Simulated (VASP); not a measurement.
The system is MgO.

```xyz
2
Lattice="0.0000 2.1245 2.1245 2.1245 0.0000 2.1245 2.1245 2.1245 0.0000" Properties=species:S:1:pos:R:3 pbc="T T T"
Mg    0.0000    0.0000    0.0000
O     2.1245    2.1245    2.1245
```

- Program: VASP 6.6.1
- Task: relaxation of cell and atoms
- Functional: LDA
- Potentials or basis: VASP PAW LDA potentials, release 64 (Mg_sv, O)
- Cutoff: 750 eV
- k mesh: 8 × 8 × 8
- Occupations: gaussian, width 0.1 eV
- Spin: no spin polarisation

At the start: pressure -9.7 GPa; volume 9.59 Å³/atom.

Task: How do energy, volume and symmetry change on relaxing?

Result: Over 3 steps the energy falls by 18.6 meV/atom and the volume is 9.01 Å³/atom (-6.1 %); space group Fm-3m (No. 225, to 0.1 Å) before and after.

The path:
```
step  energy change (eV)  largest force (eV/Å)  pressure (GPa)  volume (Å³)
   1              0.0000                0.0000           -9.74        19.18
   2             -0.0317                0.0000            4.32        17.60
   3             -0.0372                0.0000            0.03        18.02
```

Final structure:
```cif
data_structure
_symmetry_space_group_name_H-M 'P 1'
_symmetry_Int_Tables_number 1
_cell_length_a 2.9426
_cell_length_b 2.9426
_cell_length_c 2.9426
_cell_angle_alpha 60.000
_cell_angle_beta 60.000
_cell_angle_gamma 60.000
_cell_volume 18.02
loop_
_atom_site_label
_atom_site_type_symbol
_atom_site_fract_x
_atom_site_fract_y
_atom_site_fract_z
_atom_site_occupancy
Mg1 Mg 0.00000 0.00000 0.00000 1
O1 O 0.50000 0.50000 0.50000 1
```
